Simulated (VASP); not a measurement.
# CoO (R-3m) in VASP: notebook

Runs on CoO. Level: PBE+U. Tasks: single point.

Program: VASP 6.6.1. These are calculated values, not measurements. Logs are shortened: lines on timing, memory, paths and dates and some standing lists are left out, and cuts for length are marked.

## 1. The cell of the first run

The structure is trigonal, space group R-3m (No. 166). Conventional cell: a = 3.011 Å, b = 3.011 Å, c = 7.320 Å, α = 90.00°, β = 90.00°, γ = 120.00°. Co (site symmetry -3m) has 6 O at 2.12 Å within 2.8 Å. O (site symmetry -3m) has 6 Co at 2.12 Å within 2.8 Å.

## 2. Single point, PBE+U, collinear spin, ferromagnetic start

File INCAR:

```
PREC     = Accurate       # precision mode
ENCUT    = 520            # plane-wave cutoff, eV
EDIFF    = 1E-6           # SCF threshold, eV
ISMEAR   = -1             # smearing method
SIGMA    = 0.1            # smearing width, eV
LREAL    = False          # projectors in reciprocal space
LASPH    = True           # aspherical terms in the spheres
NELM     = 150            # most SCF steps
ALGO     = Normal         # electronic algorithm
ISIF     = 2              # what is computed and relaxed
LWAVE    = False          # write WAVECAR
LCHARG   = False          # write CHGCAR
ISPIN    = 2              # spin polarisation
MAGMOM   = 3.2 0          # initial moments
LORBIT   = 11             # projections on sites
LMAXMIX  = 4              # l up to which the mixer works
LDAU     = True           # DFT+U
LDAUTYPE = 2            
LDAUL    = 2 -1           # shell
LDAUU    = 1 0            # U, eV
LDAUJ    = 0 0          
LDAUPRINT= 1            
GGA      = PE             # functional
NBANDS   = 18             # bands
```

File KPOINTS:

```
regular mesh
0
Gamma
  13 13 13
```

File POSCAR:

```
CoO
1.0
    2.9958570000      0.0000000000      0.0000000000
    1.4828088117      2.6031590793      0.0000000000
    1.4828088117      0.8618609611      2.4563454309
Co O
1 1
Direct
    0.0000000000      0.0000000000      0.0000000000
    0.5000000000      0.5000000000      0.5000000000
```

Potentials or basis: VASP PAW PBE potentials, release 64 (Co, O).

On the command line:

```sh
cat potpaw_PBE.64/Co/POTCAR potpaw_PBE.64/O/POTCAR > POTCAR
mpirun -np 1 vasp_std > vasp.out
```

OUTCAR:

```text
PREC = Accurate
   ENCUT = 520
   EDIFF = 1E-6
   ISMEAR = -1
   LREAL = False
   LASPH = True
   NELM = 150
   ISIF = 2
   ISPIN = 2
   LORBIT = 11
   GGA = PE

 ion  position               nearest neighbor table
   1  0.000  0.000  0.000-   2 2.12   2 2.12   2 2.12   2 2.12   2 2.12   2 2.12
   2  0.500  0.500  0.500-   1 2.12   1 2.12   1 2.12   1 2.12   1 2.12   1 2.12

  LATTYP: Found a trigonal (rhomboedric) cell.
 ALAT       =     2.9958570000
 COS(alpha) =     0.4949531342

  Lattice vectors:

 A1 = (   2.9958570000,   0.0000000000,   0.0000000000)
 A2 = (   1.4828088117,   2.6031590793,   0.0000000000)
 A3 = (   1.4828088117,   0.8618609611,   2.4563454309)

Analysis of symmetry for initial positions (statically):
=====================================================================
 Subroutine PRICEL returns:
 Original cell was already a primitive cell.

 Routine SETGRP: Setting up the symmetry group for a
 trigonal (rhombohedral) supercell.

 Subroutine GETGRP returns: Found 12 space group operations
 (whereof 12 operations were pure point group operations)
 out of a pool of 12 trial point group operations.

The static configuration has the point symmetry D_3d.

Analysis of symmetry for dynamics (positions and initial velocities):
=====================================================================
 Subroutine PRICEL returns:
 Original cell was already a primitive cell.

 Routine SETGRP: Setting up the symmetry group for a
 trigonal (rhombohedral) supercell.

 Subroutine GETGRP returns: Found 12 space group operations
 (whereof 12 operations were pure point group operations)
 out of a pool of 12 trial point group operations.

The dynamic configuration has the point symmetry D_3d.

Analysis of structural, dynamic, and magnetic symmetry:
=====================================================================
 Subroutine PRICEL returns:
 Original cell was already a primitive cell.

 Routine SETGRP: Setting up the symmetry group for a
 trigonal (rhombohedral) supercell.

 Subroutine GETGRP returns: Found 12 space group operations
 (whereof 12 operations were pure point group operations)
 out of a pool of 12 trial point group operations.

The overall configuration has the point symmetry D_3d.

 Subroutine INISYM returns: Found 12 space group operations
 (whereof 12 operations are pure point group operations),
 and found     1 'primitive' translations

----------------------------------------------------------------------------------------

                                     Primitive cell

  volume of cell :      19.1563

  direct lattice vectors                    reciprocal lattice vectors
     2.995857000  0.000000000  0.000000000     0.333794303 -0.190135570 -0.134786706
     1.482808812  2.603159079  0.000000000     0.000000000  0.384148632 -0.134786706
     1.482808812  0.861860961  2.456345431     0.000000000  0.000000000  0.407108865

  length of vectors
     2.995857000  2.995857000  2.995857000     0.407108865  0.407108865  0.407108865

  position of ions in fractional coordinates (direct lattice)
     0.000000000  0.000000000  0.000000000
     0.500000000  0.500000000  0.500000000

  ion indices of the primitive-cell ions
   primitive index   ion index
                 1           1
                 2           2

----------------------------------------------------------------------------------------

 KPOINTS: regular mesh

Automatic generation of k-mesh.
 Grid dimensions read from file:
 generate k-points for:   13   13   13
[... 57 lines left out ...]
   ICHARG =      2    charge: 1-file 2-atom 10-const
   ISPIN  =      2    spin polarized calculation?
   LNONCOLLINEAR =      F non collinear calculations
   LSORBIT =      F    spin-orbit coupling
   LASPH  =      T    aspherical Exc in radial PAW
   ENCUT  =  520.0 eV  38.22 Ry    6.18 a.u.   5.57  5.57  5.57*2*pi/ulx,y,z
   NELM   =    150;   NELMIN=  2; NELMDL= -5     # of ELM steps
   EDIFF  = 0.1E-05   stopping-criterion for ELM
   LREAL  =      F    real-space projection
   EDIFFG = 0.1E-04   stopping-criterion for IOM
   NSW    =      0    number of steps for IOM
   IBRION =     -1    ionic relax: 0-MD 1-quasi-New 2-CG
   NFREE  =      0    steps in history (QN), initial steepest desc. (CG)
   ISIF   =      2    stress and relaxation
   ISYM   =      2    0-nonsym 1-usesym 2-fastsym
   POTIM  = 0.5000    time-step for ionic-motion
   TEBEG  =    0.0;   TEEND  =   0.0 temperature during run
   PSTRESS=    0.0 pullay stress
   NELECT =      15.0000    total number of electrons
   NUPDOWN=      -1.0000    fix difference up-down
   EMIN   =  10.00;   EMAX   =-10.00  energy-range for DOS
   EFERMI =   0.00;   METHOD = LEGACY
   ISMEAR =    -1;   SIGMA  =   0.10  broadening in eV -4-tet -1-fermi 0-gaus
   EFERMI_NEDOS =   21; number of points for ismear=-14 and -15
   IALGO  =     38    algorithm
   IMIX   =      4    mixing-type and parameters
     AMIX     =   0.40;   BMIX     =  1.00
     AMIX_MAG =   1.60;   BMIX_MAG =  1.00
  volume/ion in A,a.u.               =       9.58        64.64
  Fermi-wavevector in a.u.,A,eV,Ry     =   1.508927  2.851458 30.978562  2.276860
  Thomas-Fermi vector in A             =   2.619317
   LORBIT       =     11    0 simple, 1 ext, 2 COOP (PROOUT), +10 PAW based schemes
 LDA+U is selected, type is set to LDAUTYPE =  2
   angular momentum for each species LDAUL =     2   -1
   U (eV)           for each species LDAUU =   1.0  0.0
   J (eV)           for each species LDAUJ =   0.0  0.0
   GGA     = PE    functional components
   LHFCALC =     F    Hartree Fock is set to
   AEXX    =    0.0000 exact exchange contribution
   IVDW    =     0    specifies the selected vdW correction
   LEPSILON=     F    determine dielectric tensor
   LRPA    =     F    only Hartree local field effects (RPA)
 spin polarized calculation
  energy-cutoff  :      520.00
  volume of cell :       19.16
 maximum number of plane-waves:       533
   NGX = 11   NGY = 11   NGZ = 11

atom =   1  type =  1  l = 2

 onsite density matrix

spin component  1

  0.9711 -0.0002  0.0000 -0.0156  0.0001
 -0.0002  0.9823 -0.0000 -0.0002 -0.0155
  0.0000 -0.0000  0.9601 -0.0000  0.0000
 -0.0156 -0.0002 -0.0000  0.9821  0.0001
  0.0001 -0.0155  0.0000  0.0001  0.9710

spin component  2

  0.4908  0.0013  0.0016  0.2280 -0.0041
  0.0013  0.3296  0.0009  0.0011  0.2288
  0.0016  0.0009  0.6570  0.0015  0.0009
  0.2280  0.0011  0.0015  0.3308 -0.0027
 -0.0041  0.2288  0.0009 -0.0027  0.4957

 occupancies and eigenvectors

  o =  0.1692  v =  0.0000  0.0000  0.0000  0.0000  0.0000  0.0073 -0.8188  0.0003  0.0046  0.5740      0.0000  0.0000  0.0000  0.0000  0.0000  0.0000  0.0000  0.0000  0.0000  0.0000
  o =  0.1692  v =  0.0000  0.0000  0.0000  0.0000  0.0000 -0.5783 -0.0006 -0.0006  0.8158 -0.0001      0.0000  0.0000  0.0000  0.0000  0.0000  0.0000  0.0000  0.0000  0.0000  0.0000
  o =  0.6498  v =  0.0000  0.0000  0.0000  0.0000  0.0000 -0.6678 -0.2751  0.3311 -0.4734 -0.3804      0.0000  0.0000  0.0000  0.0000  0.0000  0.0000  0.0000  0.0000  0.0000  0.0000
  o =  0.6578  v =  0.0000  0.0000  0.0000  0.0000  0.0000 -0.0256  0.3510  0.7907 -0.0172  0.5007      0.0000  0.0000  0.0000  0.0000  0.0000  0.0000  0.0000  0.0000  0.0000  0.0000
  o =  0.6578  v =  0.0000  0.0000  0.0000  0.0000  0.0000 -0.4679  0.3615 -0.5150 -0.3317  0.5246      0.0000  0.0000  0.0000  0.0000  0.0000  0.0000  0.0000  0.0000  0.0000  0.0000
  o =  0.9600  v = -0.6678 -0.2751  0.3311 -0.4734 -0.3804  0.0000  0.0000  0.0000  0.0000  0.0000      0.0000  0.0000  0.0000  0.0000  0.0000  0.0000  0.0000  0.0000  0.0000  0.0000
  o =  0.9602  v = -0.0260  0.3510  0.7907 -0.0167  0.5007  0.0000  0.0000  0.0000  0.0000  0.0000      0.0000  0.0000  0.0000  0.0000  0.0000  0.0000  0.0000  0.0000  0.0000  0.0000
  o =  0.9602  v = -0.4679  0.3609 -0.5150 -0.3318  0.5249  0.0000  0.0000  0.0000  0.0000  0.0000      0.0000  0.0000  0.0000  0.0000  0.0000  0.0000  0.0000  0.0000  0.0000  0.0000
  o =  0.9931  v =  0.0077 -0.8191  0.0007  0.0048  0.5736  0.0000  0.0000  0.0000  0.0000  0.0000      0.0000  0.0000  0.0000  0.0000  0.0000  0.0000  0.0000  0.0000  0.0000  0.0000
  o =  0.9931  v =  0.5783  0.0009  0.0012 -0.8158  0.0004  0.0000  0.0000  0.0000  0.0000  0.0000      0.0000  0.0000  0.0000  0.0000  0.0000  0.0000  0.0000  0.0000  0.0000  0.0000

 number of electron      15.0000005 magnetization       2.9153108

 Free energy of the ion-electron system (eV)
  ---------------------------------------------------
  ext. energy  EPLUGINS =         0.00000000
  ---------------------------------------------------
  free energy    TOTEN  =       -12.55335070 eV

  energy without entropy =      -12.43840723  energy(sigma->0) =      -12.49587897

 E-fermi :   7.8612     XC(G=0): -12.4508

 val. band max:        7.8611706967   @ k =  -0.1538  -0.3846   0.0769
 cond. band min:       7.8613365529   @ k =   0.4615   0.0769   0.0769
 fundamental gap:      0.0001658562
 Fermi energy:         7.8612041192

 spin component 1

 k-point     1 :       0.0000    0.0000    0.0000
  band No.  band energies     occupation
      1     -12.1758      1.00000
      2       4.2172      1.00000
      3       4.2172      1.00000
      4       4.4827      1.00000
      5       4.4827      1.00000
      6       4.4953      1.00000
[... 1001 lines left out ...]
     17      35.3424      0.00000
     18      37.0976      0.00000

 [... further k-points ...]
[... 5 lines left out ...]
  --------------------------------------------------------------------------------------
  -------------------------------------------------------------------------------------
  Total        0.0268132      0.0229343      0.0219498      0.0034048      0.0014029      0.0024137
  in kB        2.2425798      1.9181582      1.8358186      0.2847707      0.1173359      0.2018734
  external PRESSURE =       1.9988522 kB  Pullay stress =       0.0000000 kB

 VOLUME and BASIS-vectors are now :
 -----------------------------------------------------------------------------
  energy-cutoff  :      520.00
  volume of cell :       19.16
      direct lattice vectors                 reciprocal lattice vectors
     2.995857000  0.000000000  0.000000000     0.333794303 -0.190135570 -0.134786706
     1.482808812  2.603159079  0.000000000     0.000000000  0.384148632 -0.134786706
     1.482808812  0.861860961  2.456345431     0.000000000  0.000000000  0.407108865

 POSITION                                       TOTAL-FORCE (eV/Angst)
 -----------------------------------------------------------------------------------
      0.00000      0.00000      0.00000         0.000000      0.000000      0.000000
      2.98074      1.73251      1.22817        -0.000000      0.000000      0.000000
 -----------------------------------------------------------------------------------
    total drift:                               -0.000000      0.000000     -0.000000

  FREE ENERGIE OF THE ION-ELECTRON SYSTEM (eV)
  ---------------------------------------------------
  free  energy   TOTEN  =       -12.5533507043 eV

  energy  without entropy=      -12.4384072334  energy(sigma->0) =      -12.49587897

 total charge

# of ion       s       p       d       tot
------------------------------------------
    1        0.298   0.364   7.147   7.809
    2        1.555   3.436   0.000   4.991
--------------------------------------------------
tot          1.853   3.800   7.147  12.800

 magnetization (x)

# of ion       s       p       d       tot
------------------------------------------
    1        0.021   0.018   2.563   2.602
    2        0.027   0.247   0.000   0.274
--------------------------------------------------
tot          0.048   0.265   2.563   2.876
```

Wall time 98 s (1 thread of Intel Xeon Platinum 8559C (Emerald Rapids), shared host); peak memory 0.24 GiB.

Results:

```yaml
Free_energy: -12.5534 eV
Pressure: 0.2 GPa
Net_moment: 2.92 μB per cell
Site_moments: Co +2.60; O +0.27 μB
Valence_electrons_inside_the_program's_atomic_spheres: Co 7.81; O 4.99
```

Eigenvalues of the final occupation matrices:
| site | spin | trace | eigenvalues |
| --- | --- | --- | --- |
| site 1 d | 1 | 4.87 | 0.96 0.96 0.96 0.99 0.99 |
| site 1 d | 2 | 2.30 | 0.17 0.17 0.65 0.66 0.66 |

Caveat: a cell with one magnetic atom can't hold antiferromagnetic order, which such compounds often take.

## 3. Single point, PBE+U, collinear spin, ferromagnetic start

File INCAR:

```
SYSTEM = CoO
ALGO     = Normal         ! electronic algorithm
EDIFF    = 1E-6           ! SCF threshold, eV
ENCUT    = 520            ! plane-wave cutoff, eV
GGA      = PE             ! functional
ISIF     = 2              ! what is computed and relaxed
ISMEAR   = -1             ! smearing method
ISPIN    = 2              ! spin polarisation
LASPH    = .TRUE.         ! aspherical terms in the spheres
LCHARG   = .TRUE.         ! write CHGCAR
LDAU     = .TRUE.         ! DFT+U
LDAUJ    = 0 0          
LDAUL    = 2 -1           ! shell
LDAUPRINT= 1            
LDAUTYPE = 2            
LDAUU    = 3 0            ! U, eV
LELF     = .TRUE.         ! ELF
LMAXMIX  = 4              ! l up to which the mixer works
LORBIT   = 11             ! projections on sites
LREAL    = .FALSE.        ! projectors in reciprocal space
LVHAR    = .TRUE.       
LWAVE    = .FALSE.        ! write WAVECAR
MAGMOM   = 3.2 0          ! initial moments
NBANDS   = 18             ! bands
NELM     = 150            ! most SCF steps
PREC     = Accurate       ! precision mode
SIGMA    = 0.1            ! smearing width, eV
```

File KPOINTS:

```
k-points
0
G
  13 13 13
  0 0 0
```

POSCAR is that of step 2.

Potentials or basis: VASP PAW PBE potentials, release 64 (Co, O).

On the command line:

```sh
cat potpaw_PBE.64/Co/POTCAR potpaw_PBE.64/O/POTCAR > POTCAR
mpirun -np 1 vasp_std > vasp.out
```

It took 1.8 min on 1 thread of Intel Xeon Platinum 8559C (Emerald Rapids), shared host; peak memory 0.24 GiB.

The run converged. Its results:

- Free energy: -11.5142 eV
- Pressure: 0.5 GPa
- Band gap on the k mesh: zero (filled and empty bands overlap)
- Net moment: 2.97 μB per cell
- Site moments: Co +2.71; O +0.25 μB
- Valence electrons inside the program's atomic spheres: Co 7.81; O 5.00

Levels at points of the mesh, in eV from the Fermi level:
Spin up:
| k point | band 7 | band 8 | band 9 | band 10 | band 11 | band 12 |
| --- | --- | --- | --- | --- | --- | --- |
| (0.00, 0.00, 0.00) | -2.50 | -2.50 | -2.45 | 1.59 | 17.42 | 17.79 |
Spin down:
```
           k point  band 2  band 3  band 4  band 5  band 6  band 7  band 8  band 9  band 10  band 11
(0.00, 0.00, 0.00)   -2.02   -2.02   -1.96   -1.14   -1.14   -1.11    1.61    1.61     2.11    17.28
```

Eigenvalues of the final occupation matrices:
```csv
site,spin,trace,eigenvalues
site 1 d,1,4.92,0.97 0.97 0.97 1.01 1.01
site 1 d,2,2.25,0.14 0.14 0.66 0.66 0.66
```

Caveat: a cell with one magnetic atom can't hold antiferromagnetic order, which such compounds often take. The state reached can hang on the start; a lower one may exist.

(Continued in part 2 of 2.)
